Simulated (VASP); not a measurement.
A run of VASP 6.6.1 is set up as follows.

Contents of INCAR:

```
SYSTEM = H6C2O
PREC     = Accurate       ! precision mode
ENCUT    = 520            ! plane-wave cutoff, eV
EDIFF    = 1E-6           ! SCF threshold, eV
ISMEAR   = -1             ! smearing method
SIGMA    = 0.02           ! smearing width, eV
LREAL    = Auto         
LASPH    = .TRUE.         ! aspherical terms in the spheres
NELM     = 120            ! most SCF steps
ALGO     = Normal         ! electronic algorithm
ISIF     = 2              ! what is computed and relaxed
LWAVE    = .FALSE.        ! write WAVECAR
LCHARG   = .FALSE.        ! write CHGCAR
GGA      = PE             ! functional
IVDW     = 12             ! dispersion correction
NBANDS   = 64             ! bands
GGA_COMPAT= .FALSE.
```

File KPOINTS:

```
regular mesh
0
G
  1 1 1
  0 0 0
```

The input POSCAR:

```
H6C2O
1.0
    5.8370010000      0.0000000000      0.0000000000
    0.0000000000      5.8370010000      0.0000000000
    0.0000000000      0.0000000000      5.8370010000
C O H
8 4 24
Direct
    0.8480724948     -0.0575466751      0.4377590478
    0.7806234743     -0.0019016615      0.6703785043
    0.6869109668      0.6098337143      0.1153331994
    0.6566899680      0.4910740978      0.3392152922
    0.3711666316      0.0965393016      0.0089772128
    0.2199759774      0.2686996285      0.0939694888
    0.3017302892      0.7830733625      0.4888126625
    0.2474215783      0.6421619595      0.6758093754
    0.7441835285      0.2218262426      0.6976356523
    0.8707896401      0.3902860390      0.3477128066
   -0.0074524572      0.2142881250      0.0052424182
    0.0228028058      0.5707554273      0.6963850100
    0.8486721178      0.2646050600      0.8266059917
    0.6367482205     -0.1175775026      0.6944490844
    0.9086515490     -0.0616583756      0.7937637838
    0.8996058078     -0.2215692613      0.4006852149
    0.7101934709      0.0051738898      0.3160527127
    0.9868423870      0.0504539917      0.3805550145
    0.8514817798      0.3488092601      0.5242589474
    0.6591569883      0.5602877231      0.5041630111
    0.5097480710      0.3629603627      0.3397292548
    0.5691107471      0.7449030761      0.0877334097
    0.8625833712      0.6604247626      0.1076408930
    0.7012847865      0.5044199924     -0.0438238746
   -0.1112214988      0.2810518621      0.1798868974
    0.2121637464      0.2438581045      0.2893095273
    0.2645536638      0.4422819184      0.0289189603
    0.5334417452      0.0913140155      0.1019016444
    0.2822168439     -0.0683056248      0.0254582790
    0.3837073182      0.1159499544     -0.1773342167
    0.0369710404      0.4646392899      0.8235222163
    0.3660098739      0.4706012557      0.6788588866
    0.3169093170      0.7552508557      0.8108273410
    0.4887783984      0.7962308041      0.4535548306
    0.2130032186      0.7380502419      0.3324823826
    0.2470618045      0.9542400284      0.5158984897
```

Potentials or basis: VASP PAW PBE potentials, release 64 (C, O, H).

Command:

```console
$ cat potpaw_PBE.64/C/POTCAR potpaw_PBE.64/O/POTCAR potpaw_PBE.64/H/POTCAR > POTCAR
$ mpirun -np 1 vasp_gam > vasp.out
```

Question: Estimate the dispersion energy per atom.

Answer: -0.074 eV.

Question: What does it give for the band gap on the k mesh?

Answer: 5.69 eV.

Question: Estimate the pressure.

Answer: 19.5 GPa.

Question: What does it give for the largest force?

Answer: 4.611 eV/Å.

Stress tensor (GPa, compression positive):
```
17.55 -5.06  0.13
-5.06 24.19  1.39
 0.13  1.39 16.78
```

Caveat: the k points lie up to 1.08 Å⁻¹ apart.
